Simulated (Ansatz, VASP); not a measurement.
# Ta4N: VASP beside Ansatz

```
Ta N
1.0
    -2.74638    2.74638    2.74638
     2.74638   -2.74638    2.74638
     2.74638    2.74638   -2.74638
Ta N
4 1
Cartesian
  1.3732 1.3732 -1.3732
  1.3732 -1.3732 1.3732
  -1.3732 1.3732 1.3732
  1.3732 1.3732 1.3732
  0.0000 0.0000 0.0000
```

Change from the starting cell: species swapped into the CrGa4 type (Im-3m, No. 229).

Alike in both runs: functional PBE; k mesh 10 × 10 × 10; occupations gaussian, width 0.1 eV; no spin polarisation.

Ansatz relaxed the structure, and its values are those at the end. VASP's run is a single point on that final structure, the one shown.

```csv
,VASP,Ansatz
version,VASP 6.6.1,Ansatz 0.2.0
potentials or method,"VASP PAW PBE potentials, release 64 (Ta_pv, N), cutoff 520 eV","scalar-relativistic, plane waves, PAW"
valence electrons in the cell,49,57
```

VASP gave:

- gap on the k mesh at the Fermi level (eV): none
- pressure (GPa): 0.3

Problem. Which values does Ansatz return?

Solution. gap on the k mesh at the Fermi level (eV): none; pressure (GPa): 0.0.

A gap of «none» marks a metal or a gap that the smearing closes. The functional is the same, so the differences come from potentials, cutoffs and numerics. VASP's potentials hold 49 valence electrons a cell and Ansatz's 57, so a difference there can come from the potentials and not from the codes.

Spin-orbit coupling is off throughout.
